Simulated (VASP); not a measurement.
A run of VASP 6.6.1:

Contents of INCAR:

```
SYSTEM = MgCd3O
PREC = Accurate
ENCUT = 600
EDIFF = 1E-7
ISMEAR = 0
SIGMA = 0.1
LREAL = .FALSE.
LASPH = .TRUE.
NELM = 120
ALGO = Normal
ISIF = 3
LWAVE = .FALSE.
LCHARG = .FALSE.
GGA = PE
IBRION = 2
NSW = 90
EDIFFG = -0.04
GGA_COMPAT = .FALSE.
NELMIN = 4
```

KPOINTS

```
Automatic mesh
0
G
  4 4 4
  0 0 0
```

The input POSCAR:

```
MgCd3O
1.0
    4.4126052300      0.0000000000      0.0000000000
    0.0000000000      4.4126052300      0.0000000000
    0.0000000000      0.0000000000      4.4126052300
Mg Cd O
1 3 1
Direct
    0.5000000000      0.5000000000      0.5000000000
    0.5000000000      0.0000000000      0.0000000000
    0.0000000000      0.5000000000      0.0000000000
    0.0000000000      0.0000000000      0.5000000000
    0.0000000000      0.0000000000      0.0000000000
```

Potentials or basis: VASP PAW PBE potentials, release 64 (Mg, Cd, O).

The run is started by

```sh
$ cat potpaw_PBE.64/Mg/POTCAR potpaw_PBE.64/Cd/POTCAR potpaw_PBE.64/O/POTCAR > POTCAR
$ mpirun -np 1 vasp_std > vasp.out
```

Hardware: 1 thread of Intel(R) Xeon(R) 6975P-C (Granite Rapids) (shared host).

Question: Estimate the wall time of this run.

Answer: Run time: 44 s on 1 thread of Intel(R) Xeon(R) 6975P-C (Granite Rapids), with other jobs on the host, peak memory 0.22 GiB. Counts: scf iterations 41, k points 10, ion steps 3.
